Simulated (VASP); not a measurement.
# Ru (Im-3m) in VASP: notebook

Runs on Ru. Level: revPBE. Tasks: single point.

All numbers are computed with VASP 6.6.1; they aren't measurements. Logs are shortened: lines on timing, memory, paths and dates and some standing lists are left out, and cuts for length are marked.

## 1. The cell of the first run

The structure is cubic, space group Im-3m (No. 229). The conventional cell has a = 3.066 Å, b = 3.066 Å, c = 3.066 Å, α = 90.00°, β = 90.00°, γ = 90.00°. Within 3.5 Å of Ru (site symmetry m-3m) lie 14 Ru at 2.66 to 3.07 Å.

## 2. Single point, revPBE

INCAR reads:

```
ALGO = Normal
EDIFF = 1E-7
ENCUT = 520
GGA = RE
ISIF = 2
ISMEAR = -1
LASPH = T
LCHARG = T
LELF = T
LREAL = F
LVHAR = T
LWAVE = F
NBANDS = 13
NELM = 80
PREC = Accurate
SIGMA = 0.1
```

KPOINTS reads:

```
k-points
0
Gamma
  15 15 15
```

POSCAR reads:

```
Ru
1.0
   -1.5331026749      1.5331026749      1.5331026749
    1.5331026749     -1.5331026749      1.5331026749
    1.5331026749      1.5331026749     -1.5331026749
Ru
1
Direct
    0.0000000000      0.0000000000      0.0000000000
```

Potentials or basis: VASP PAW PBE potentials, release 64 (Ru_pv).

Run with:

```
$ cat potpaw_PBE.64/Ru_pv/POTCAR > POTCAR
$ mpirun -np 1 vasp_std > vasp.out
```

OUTCAR:

```text
EDIFF = 1E-7
   ENCUT = 520
   GGA = RE
   ISIF = 2
   ISMEAR = -1
   LASPH = T
   LREAL = F
   NELM = 80
   PREC = Accurate

 ion  position               nearest neighbor table
   1  0.000  0.000  0.000-

  LATTYP: Found a body centered cubic cell.
 ALAT       =     3.0662053498

  Lattice vectors:

 A1 = (  -1.5331026749,   1.5331026749,   1.5331026749)
 A2 = (   1.5331026749,  -1.5331026749,   1.5331026749)
 A3 = (   1.5331026749,   1.5331026749,  -1.5331026749)

Analysis of symmetry for initial positions (statically):
=====================================================================
 Subroutine PRICEL returns:
 Original cell was already a primitive cell.

 Routine SETGRP: Setting up the symmetry group for a
 body centered cubic supercell.

 Subroutine GETGRP returns: Found 48 space group operations
 (whereof 48 operations were pure point group operations)
 out of a pool of 48 trial point group operations.

The static configuration has the point symmetry O_h .

Analysis of symmetry for dynamics (positions and initial velocities):
=====================================================================
 Subroutine PRICEL returns:
 Original cell was already a primitive cell.

 Routine SETGRP: Setting up the symmetry group for a
 body centered cubic supercell.

 Subroutine GETGRP returns: Found 48 space group operations
 (whereof 48 operations were pure point group operations)
 out of a pool of 48 trial point group operations.

The dynamic configuration has the point symmetry O_h .

 Subroutine INISYM returns: Found 48 space group operations
 (whereof 48 operations are pure point group operations),
 and found     1 'primitive' translations

----------------------------------------------------------------------------------------

                                     Primitive cell

  volume of cell :      14.4136

  direct lattice vectors                    reciprocal lattice vectors
    -1.533102675  1.533102675  1.533102675     0.000000000  0.326136017  0.326136017
     1.533102675 -1.533102675  1.533102675     0.326136017  0.000000000  0.326136017
     1.533102675  1.533102675 -1.533102675     0.326136017  0.326136017  0.000000000

  length of vectors
     2.655411726  2.655411726  2.655411726     0.461225978  0.461225978  0.461225978

  position of ions in fractional coordinates (direct lattice)
     0.000000000  0.000000000  0.000000000

  ion indices of the primitive-cell ions
   primitive index   ion index
                 1           1

----------------------------------------------------------------------------------------

 KPOINTS: k-points

Automatic generation of k-mesh.
 Grid dimensions read from file:
 generate k-points for:   15   15   15

 Generating k-lattice:

  Cartesian coordinates                     Fractional coordinates (reciprocal lattice)
     0.000000000  0.021742401  0.021742401     0.066666667  0.000000000  0.000000000
     0.021742401  0.000000000  0.021742401     0.000000000  0.066666667  0.000000000
     0.021742401  0.021742401  0.000000000     0.000000000  0.000000000  0.066666667

  Length of vectors
     0.030748399  0.030748399  0.030748399

  Shift w.r.t. Gamma in fractional coordinates (k-lattice)
     0.000000000  0.000000000  0.000000000

 Subroutine IBZKPT returns following result:
 ===========================================

 Found    120 irreducible k-points:

 Following reciprocal coordinates:
            Coordinates               Weight
  0.000000  0.000000  0.000000      1.000000
  0.066667  0.000000  0.000000     12.000000
  0.133333  0.000000  0.000000     12.000000
  0.200000  0.000000  0.000000     12.000000
  0.266667  0.000000  0.000000     12.000000
  0.333333  0.000000  0.000000     12.000000
[... 16 lines left out ...]
  0.333333  0.200000  0.000000     48.000000
  0.400000  0.200000  0.000000     24.000000
 [... further k-points ...]
   k-points           NKPTS =    120   k-points in BZ     NKDIM =    120   number of bands    NBANDS=     13
   number of dos      NEDOS =    301   number of ions     NIONS =      1
   total plane-waves  NPLWV =   8000
   dimension x,y,z NGX =    20 NGY =   20 NGZ =   20
   dimension x,y,z NGXF=    40 NGYF=   40 NGZF=   40
   ions per type =               1
   NGX,Y,Z   is equivalent  to a cutoff of  12.52, 12.52, 12.52 a.u.
   NGXF,Y,Z  is equivalent  to a cutoff of  25.04, 25.04, 25.04 a.u.
 SYSTEM =  unknown system
   PREC   = accura    normal or accurate (medium, high low for compatibility)
   ISTART =      0    job   : 0-new  1-cont  2-samecut
   ICHARG =      2    charge: 1-file 2-atom 10-const
   ISPIN  =      1    spin polarized calculation?
   LNONCOLLINEAR =      F non collinear calculations
   LSORBIT =      F    spin-orbit coupling
   LASPH  =      T    aspherical Exc in radial PAW
   ENCUT  =  520.0 eV  38.22 Ry    6.18 a.u.   4.94  4.94  4.94*2*pi/ulx,y,z
   NELM   =     80;   NELMIN=  2; NELMDL= -5     # of ELM steps
   EDIFF  = 0.1E-06   stopping-criterion for ELM
   LREAL  =      F    real-space projection
   EDIFFG = 0.1E-05   stopping-criterion for IOM
   NSW    =      0    number of steps for IOM
   IBRION =     -1    ionic relax: 0-MD 1-quasi-New 2-CG
   NFREE  =      0    steps in history (QN), initial steepest desc. (CG)
   ISIF   =      2    stress and relaxation
   ISYM   =      2    0-nonsym 1-usesym 2-fastsym
   POTIM  = 0.5000    time-step for ionic-motion
   TEBEG  =    0.0;   TEEND  =   0.0 temperature during run
   PSTRESS=    0.0 pullay stress
   NELECT =      14.0000    total number of electrons
   NUPDOWN=      -1.0000    fix difference up-down
   EMIN   =  10.00;   EMAX   =-10.00  energy-range for DOS
   EFERMI =   0.00;   METHOD = LEGACY
   ISMEAR =    -1;   SIGMA  =   0.10  broadening in eV -4-tet -1-fermi 0-gaus
   EFERMI_NEDOS =   21; number of points for ismear=-14 and -15
   IALGO  =     38    algorithm
   IMIX   =      4    mixing-type and parameters
     AMIX     =   0.40;   BMIX     =  1.00
     AMIX_MAG =   1.60;   BMIX_MAG =  1.00
  volume/ion in A,a.u.               =      14.41        97.27
  Fermi-wavevector in a.u.,A,eV,Ry     =   1.621286  3.063786 35.763838  2.628568
  Thomas-Fermi vector in A             =   2.715087
   LORBIT       =      0    0 simple, 1 ext, 2 COOP (PROOUT), +10 PAW based schemes
   GGA     = RE    functional components
   LHFCALC =     F    Hartree Fock is set to
   AEXX    =    0.0000 exact exchange contribution
   IVDW    =     0    specifies the selected vdW correction
   LEPSILON=     F    determine dielectric tensor
   LRPA    =     F    only Hartree local field effects (RPA)
 non-spin polarized calculation
  energy-cutoff  :      520.00
  volume of cell :       14.41
 maximum number of plane-waves:       402
   NGX =  9   NGY =  9   NGZ =  9

 number of electron      14.0000007 magnetization

 Free energy of the ion-electron system (eV)
  ---------------------------------------------------
  ext. energy  EPLUGINS =         0.00000000
  ---------------------------------------------------
  free energy    TOTEN  =        -8.14552032 eV

  energy without entropy =       -8.07905226  energy(sigma->0) =       -8.11228629

 E-fermi :  11.9865     XC(G=0): -13.6838

 val. band max:       11.9784112161   @ k =   0.2000   0.0000   0.0000
 cond. band min:      11.9893856009   @ k =   0.2000   0.1333   0.1333
 fundamental gap:      0.0109743848
 Fermi energy:        11.9865256362

 k-point     1 :       0.0000    0.0000    0.0000
  band No.  band energies     occupation
      1     -30.5658      2.00000
      2     -30.5658      2.00000
      3     -30.5658      2.00000
      4       4.2257      2.00000
      5       9.3111      2.00000
      6       9.3111      2.00000
      7       9.3111      2.00000
      8      11.9053      1.38537
      9      11.9053      1.38537
     10      22.6447      0.00000
     11      29.1060      0.00000
     12      29.1060      0.00000
     13      29.1060      0.00000

 k-point     2 :       0.0667    0.0000    0.0000
  band No.  band energies     occupation
      1     -30.6059      2.00000
      2     -30.5788      2.00000
      3     -30.5659      2.00000
      4       4.4146      2.00000
      5       9.2260      2.00000
      6       9.3057      2.00000
      7       9.4711      2.00000
      8      11.7950      1.74330
      9      11.9106      1.36230
     10      22.6448      0.00000
     11      29.2021      0.00000
     12      29.2847      0.00000
     13      29.3962      0.00000

 k-point     3 :       0.1333    0.0000    0.0000
  band No.  band energies     occupation
      1     -30.7183      2.00000
      2     -30.6152      2.00000
      3     -30.5662      2.00000
      4       4.9442      2.00000
      5       8.9933      2.00000
      6       9.2742      2.00000
      7       9.9398      2.00000
      8      11.5687      1.96982
      9      11.9316      1.26815
     10      22.6447      0.00000
     11      29.3279      0.00000
     12      29.5422      0.00000
     13      30.2341      0.00000
[... 305 lines left out ...]
 k-point    23 :       0.3333    0.2000    0.0000
  band No.  band energies     occupation
      1     -31.3299      2.00000
      2     -30.9551      2.00000
      3     -30.6531      2.00000
      4       7.0037      2.00000
      5       7.9913      2.00000
      6       9.8143      2.00000
      7      11.7458      1.83472
      8      12.6482      0.00267
      9      17.0027      0.00000
     10      22.4264      0.00000
     11      22.6482      0.00000
     12      25.0465      0.00000
     13      29.1627      0.00000

 k-point    24 :       0.4000    0.2000    0.0000
  band No.  band energies     occupation
      1     -31.3442      2.00000
      2     -30.9798      2.00000
      3     -30.6548      2.00000
      4       6.9446      2.00000
      5       7.9627      2.00000
      6       9.9821      2.00000
      7      11.8182      1.68669
      8      12.7503      0.00096
      9      17.8344      0.00000
     10      21.4479      0.00000
     11      22.6454      0.00000
     12      24.7247      0.00000
     13      28.9567      0.00000

 [... further k-points ...]
[... 5 lines left out ...]
  --------------------------------------------------------------------------------------
  -------------------------------------------------------------------------------------
  Total       -0.0106826     -0.0106826     -0.0106826     -0.0000000      0.0000000     -0.0000000
  in kB       -1.1874467     -1.1874467     -1.1874467     -0.0000000      0.0000000     -0.0000000
  external PRESSURE =      -1.1874467 kB  Pullay stress =       0.0000000 kB

 VOLUME and BASIS-vectors are now :
 -----------------------------------------------------------------------------
  energy-cutoff  :      520.00
  volume of cell :       14.41
      direct lattice vectors                 reciprocal lattice vectors
    -1.533102675  1.533102675  1.533102675     0.000000000  0.326136017  0.326136017
     1.533102675 -1.533102675  1.533102675     0.326136017  0.000000000  0.326136017
     1.533102675  1.533102675 -1.533102675     0.326136017  0.326136017  0.000000000

 POSITION                                       TOTAL-FORCE (eV/Angst)
 -----------------------------------------------------------------------------------
      0.00000      0.00000      0.00000         0.000000      0.000000      0.000000
 -----------------------------------------------------------------------------------
    total drift:                               -0.000000     -0.000000      0.000000

  FREE ENERGIE OF THE ION-ELECTRON SYSTEM (eV)
  ---------------------------------------------------
  free  energy   TOTEN  =        -8.1455203204 eV

  energy  without entropy=       -8.0790522570  energy(sigma->0) =       -8.11228629
```

Run time: 11 s. Hardware: 1 thread of AMD EPYC 9R45 (Zen 5), shared host; peak memory 0.1 GiB.

Results:

```yaml
Free_energy: -8.1455 eV
Pressure: -0.1 GPa
Band_gap_on_the_k_mesh: zero (band 7 reaches 13.55 eV, above the bottom of band 8 at 10.52 eV)
```

Caveat: the PAW data sets were made with another functional, which shifts forces and pressure a little.

(Part 1 of 2 ends here.)
